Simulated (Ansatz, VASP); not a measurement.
This is a calculation of WC for Ansatz 0.2.0.

input.yaml

```yaml
crystal:
  lattice:
    - [0.0, 2.2215384142, 2.2215384142]
    - [2.2215384142, 0.0, 2.2215384142]
    - [2.2215384142, 2.2215384142, 0.0]
  atoms:
    - { symbol: W, position: [0.0, 0.0, 0.0] }
    - { symbol: C, position: [0.5, 0.5, 0.5] }
hamiltonian:
  xc: lda
  pseudopotentials: { kind: paw }
kpoints:
  mp_grid: { grid: [10, 10, 10] }
scf:
  occupations: { method: fermi_dirac, width: 0.05 }
output:
  forces: true
  stress: true
  eigenvalues: true
```

Potentials or basis: Ansatz PAW.

The run is started by

```console
$ ansatz run input.yaml --threads 2 --pin off --max-ram 5632MiB --backend cpu --events-out ev --progress --plain --runs-dir out
```

Question: Set up the same calculation for VASP 6.6.1. Potentials there: VASP PAW LDA potentials, release 64 (W_sv, C_h).

Answer: As run (the cutoff follows the program's own potentials):

File INCAR:

```
SYSTEM = WC
PREC = Accurate ; ENCUT = 1300
EDIFF = 1E-6 ; ISMEAR = -1
SIGMA = 0.05 ; LREAL = .False.
LASPH = .True. ; NELM = 120
ALGO = Normal ; ISIF = 2
LWAVE = .False. ; LCHARG = .False.
NBANDS = 16 ; GGA_COMPAT = .False.
```

KPOINTS

```
regular mesh
0
Gamma
  10 10 10
  0 0 0
```

File POSCAR:

```
WC
1.0
    0.0000000000      2.2215384142      2.2215384142
    2.2215384142      0.0000000000      2.2215384142
    2.2215384142      2.2215384142      0.0000000000
W C
1 1
Direct
    0.0000000000      0.0000000000      0.0000000000
    0.5000000000      0.5000000000      0.5000000000
```

Potentials or basis: VASP PAW LDA potentials, release 64 (W_sv, C_h).

Command:

```console
$ cat potpaw_LDA.64/W_sv/POTCAR potpaw_LDA.64/C_h/POTCAR > POTCAR
$ mpirun -np 1 vasp_std > vasp.out
```

Both were run:

|  | VASP | Ansatz | Ansatz less VASP |
| --- | --- | --- | --- |
| gap on the k mesh at the Fermi level (eV) | none | none | - |
| pressure (GPa) | -26.4 | -28.1 | -1.72 |

LDA's correlation is that of Perdew and Zunger in VASP and of Perdew and Wang (1992) in Ansatz. A gap of «none» marks a metal or a gap that the smearing closes.

Spin-orbit coupling is off throughout.
